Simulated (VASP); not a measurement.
A run of VASP 6.6.1 is set up as follows.

Contents of INCAR:

```
SYSTEM = H6C2O
ALGO = Normal ; EDIFF = 1E-6
ENCUT = 520 ; GGA = PE
ISIF = 2 ; ISMEAR = -1
IVDW = 12 ; LASPH = .True.
LCHARG = .False. ; LREAL = Auto
LWAVE = .False. ; NBANDS = 64
NELM = 60 ; PREC = Accurate
SIGMA = 0.02
```

KPOINTS

```
k-points
0
Gamma
  1 1 1
  0 0 0
```

Contents of POSCAR:

```
H6C2O
1.0
    7.2936330000      0.0000000000      0.0000000000
    0.0000000000      7.2936330000      0.0000000000
    0.0000000000      0.0000000000      7.2936330000
C O H
8 4 24
Direct
    0.2002431436      0.4961176412      0.3305897075
    0.0220877579      0.6009076684      0.3089681096
    0.7351617500      0.2855092928      0.6559282596
    0.8343304359      0.1926063458      0.8071012073
    0.3692535668      0.7352303029      0.7468568819
    0.1627172631      0.7254135216      0.8080335273
    0.5986591319     -0.0536495324      0.2191637556
    0.4800488316      0.1058046107      0.1799651833
   -0.0875695281      0.4943078436      0.1879858775
    0.7826003858     -0.0027421177      0.8172333321
    0.0792472009      0.5440224371      0.7712205975
    0.2989456695      0.0584208172      0.2340397440
   -0.2106906119      0.5440361477      0.2010246471
   -0.0424754029      0.6277667110      0.4548350596
    0.0583659748      0.7389321618      0.2429242053
    0.2805323492      0.5672070421      0.4351192334
    0.1510084206      0.3602731314      0.3754370421
    0.2598567819      0.4902632200      0.1994616400
    0.8614362691     -0.0541979559      0.9172246533
    0.9903569319      0.2032320518      0.7757588022
    0.8259121346      0.2526313018      0.9476758702
    0.7582640914      0.4223546756      0.6847753376
    0.8100626944      0.2410869864      0.5192611145
    0.5868268941      0.2588970407      0.6318524664
    0.0911068599      0.4619371444      0.8900091354
    0.1696822420      0.7711383339      0.9570264915
    0.0811529727      0.8355506782      0.7403580630
    0.4334876734      0.8470127301      0.8261177934
    0.4467732336      0.6067895108      0.7818051717
    0.4072730284      0.7751144046      0.6096001814
    0.2160514520      0.1555603360      0.2185604897
    0.5231000792      0.2286103510      0.2576356666
    0.4870549423      0.1247389333      0.0345781039
    0.7348189853     -0.0089530142      0.2510134524
    0.5295714769     -0.1304425380      0.3272169027
    0.5977816542     -0.1370373311      0.0960700929
```

Potentials or basis: VASP PAW PBE potentials, release 64 (C, O, H).

Run with:

```bash
$ cat potpaw_PBE.64/C/POTCAR potpaw_PBE.64/O/POTCAR potpaw_PBE.64/H/POTCAR > POTCAR
$ mpirun -np 1 vasp_gam > vasp.out
```

(1) What does it give for the largest force?

(2) Predict the band gap on the k mesh.

## Answers

(1) 3.385 eV/Å.

(2) 4.75 eV.

Caveat: the k points lie up to 0.86 Å⁻¹ apart.
